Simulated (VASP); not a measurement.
NiO: single point with r2SCAN+U

Crystal: NiO.

```
Ni O
1.0
     0.00000    2.09131    2.09131
     4.18262    2.09131    2.09131
     4.18262    4.18262    0.00000
Ni O
2 2
Direct
  0.00000 0.00000 0.00000
  0.00000 0.00000 0.50000
  0.50000 0.50000 0.00000
  0.50000 0.50000 0.50000
```

| Item | Value |
| --- | --- |
| Program | VASP 6.6.1 |
| Task | single point |
| Functional | r2SCAN |
| Potentials or basis | VASP PAW PBE potentials, release 64 (Ni, O) |
| Cutoff | 520 eV |
| k mesh | 8 × 8 × 8 |
| Occupations | gaussian, width 0.05 eV |
| Spin | collinear spin, antiferromagnetic start |
| Starting moments | [2.0, -2.0, 0.0, 0.0] μB |
| Hubbard terms | Ni d U = 3.0 eV |

* Pressure: -0.5 GPa
* Band gap on the k mesh: 2.45 eV
* Net moment: 0.00 μB per cell
* Site moments: Ni +1.81, -1.81; O -0.07, +0.07 μB
* Valence electrons inside the program's atomic spheres: Ni 8.93; O 5.07

Stress tensor (GPa, compression positive):
```
-0.61  0.00  0.00
 0.00 -0.46  0.00
 0.00  0.00 -0.46
```

Levels at points of the mesh, in eV from the valence-band top:
Spin up:
| k point | band 14 | band 15 | band 16 | band 17 | band 18 | band 19 |
| --- | --- | --- | --- | --- | --- | --- |
| (0.00, 0.00, 0.00) | -1.83 | -1.82 | -1.82 | 2.45 | 2.72 | 2.95 |
| (0.50, 0.00, 0.00) | -1.90 | -0.01 | 0.00 | 4.69 | 4.70 | 6.94 |
| (0.50, 0.50, 0.00) | -2.72 | -2.72 | -2.34 | 2.82 | 3.06 | 7.27 |
| (0.00, 0.00, 0.50) | -2.02 | -1.55 | -0.26 | 2.96 | 4.69 | 8.53 |
| (0.50, 0.00, 0.50) | -2.26 | -2.26 | -2.01 | 3.06 | 3.63 | 9.74 |
| (0.00, 0.50, 0.50) | -1.79 | -1.64 | -1.64 | 2.45 | 3.05 | 6.68 |
Spin down:
| k point | band 13 | band 14 | band 15 | band 16 | band 17 | band 18 | band 19 | band 20 |
| --- | --- | --- | --- | --- | --- | --- | --- | --- |
| (0.00, 0.00, 0.00) | -2.63 | -1.83 | -1.82 | -1.82 | 2.45 | 2.72 | 2.95 | 7.57 |
| (0.50, 0.00, 0.00) | -1.99 | -1.90 | -0.01 | 0.00 | 4.69 | 4.70 | 6.94 | 7.03 |
| (0.50, 0.50, 0.00) | -3.15 | -2.72 | -2.72 | -2.34 | 2.82 | 3.06 | 7.27 | 7.86 |
| (0.00, 0.00, 0.50) | -2.04 | -2.02 | -1.55 | -0.26 | 2.96 | 4.69 | 8.53 | 8.76 |
| (0.50, 0.00, 0.50) | -2.34 | -2.26 | -2.26 | -2.01 | 3.06 | 3.63 | 9.74 | 10.49 |
| (0.00, 0.50, 0.50) | -1.79 | -1.79 | -1.64 | -1.64 | 2.45 | 3.05 | 6.68 | 7.50 |

Eigenvalues of the final occupation matrices:
```
    site  spin  trace               eigenvalues
site 1 d     1   4.98  0.98 0.98 0.98 1.02 1.02
site 1 d     2   3.21  0.14 0.14 0.97 0.97 0.97
site 2 d     1   3.21  0.14 0.14 0.97 0.97 0.97
site 2 d     2   4.98  0.98 0.98 0.98 1.02 1.02
```

Wall time 20 min on 1 thread of Oxide Virtual Turin-like Processor, on a shared host, peak memory 0.29 GiB.

Caveat: the PAW data sets were made with another functional, which shifts forces and pressure a little. A k mesh can miss the band edges.
